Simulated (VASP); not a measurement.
A run of VASP 6.6.1 is set up as follows.

Contents of POSCAR:

```
As
1.0
    1.8748890302      1.0824676863      3.7432486055
   -1.8748890302      1.0824676863      3.7432486055
    0.0000000000     -2.1649353725      3.7432486055
As
2
Direct
    0.7763732048      0.7763732048      0.7763732048
    0.2236267952      0.2236267952      0.2236267952
```

Contents of INCAR.step1:

```
SYSTEM = As
ALGO     = Normal         ! electronic algorithm
EDIFF    = 1E-5           ! SCF threshold, eV
ENCUT    = 550            ! plane-wave cutoff, eV
GGA      = PE             ! functional
GGA_COMPAT= .False.      
ISMEAR   = 0              ! smearing method
LASPH    = .True.         ! aspherical terms in the spheres
LCHARG   = .False.        ! write CHGCAR
LREAL    = .False.        ! projectors in reciprocal space
LWAVE    = .True.         ! write WAVECAR
NBANDS   = 12             ! bands
NELM     = 120            ! most SCF steps
PREC     = Accurate       ! precision mode
SIGMA    = 0.05           ! smearing width, eV
```

File INCAR.step2:

```
SYSTEM = As
ALGO     = Normal         ! electronic algorithm
EDIFF    = 1E-6           ! SCF threshold, eV
ENCUT    = 550            ! plane-wave cutoff, eV
GGA_COMPAT= .False.      
ISIF     = 2              ! what is computed and relaxed
ISMEAR   = 0              ! smearing method
ISTART   = 1            
LASPH    = .True.         ! aspherical terms in the spheres
LCHARG   = .False.        ! write CHGCAR
LMIXTAU  = .True.       
LREAL    = .False.        ! projectors in reciprocal space
LWAVE    = .False.        ! write WAVECAR
METAGGA  = R2SCAN         ! meta-GGA
NBANDS   = 12             ! bands
NELM     = 120            ! most SCF steps
PREC     = Accurate       ! precision mode
SIGMA    = 0.05           ! smearing width, eV
```

Contents of KPOINTS:

```
k-points
0
Gamma
  8 8 8
  0 0 0
```

Potentials or basis: VASP PAW PBE potentials, release 64 (As).

Run with:

```console
$ cat potpaw_PBE.64/As/POTCAR > POTCAR
$ cp INCAR.step1 INCAR
$ mpirun -np 1 vasp_std > vasp.out
$ cp INCAR.step2 INCAR
$ mpirun -np 1 vasp_std > vasp.out
```

(1) Estimate the largest force.

(2) What does it give for the pressure?

(3) Estimate the band gap on the k mesh.

Answers

(1) 0.044 eV/Å.

(2) 0.1 GPa.

(3) zero (bands 5 and 6 overlap by 0.40 eV).

Caveat: the PAW data sets were made with another functional, which shifts forces and pressure a little.
